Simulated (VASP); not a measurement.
AlIr:

```xyz
2
Lattice="2.9946 0.0000 0.0000 0.0000 2.9946 0.0000 0.0000 0.0000 2.9946" Properties=species:S:1:pos:R:3 pbc="T T T"
Al    0.0000    0.0000    0.0000
Ir    1.4973    1.4973    1.4973
```

Base run:

```yaml
Program: VASP 6.6.1
Functional: LDA
Potentials_or_basis: VASP PAW LDA potentials, release 64 (Al, Ir_sv_GW)
Cutoff: 560 eV
k_mesh: 11 × 11 × 11
Occupations: fermi-dirac, width 0.03 eV
Spin: collinear spin
Starting_moments: "[0.0, 0.2] μB"
Fixed_moment: 0.2 μB
```

Its results: pressure -5.6 GPa; site moments Al +0.00; Ir +0.19 μB.

Q: The run is repeated on the same cell with these changes: fixed moment from 0.2 μB to 1.2 μB; moments at the start from [0.0, 0.2] to [0.0, 1.2]. What comes out?

A: Pressure 4.8 GPa; site moments Al +0.04; Ir +1.07 μB.

Caveats: the total moment is fixed, so each spin has its own Fermi level and the state may be an excited one; the cell stands under tension (at least some runs); the cell stands under pressure (at least some runs).
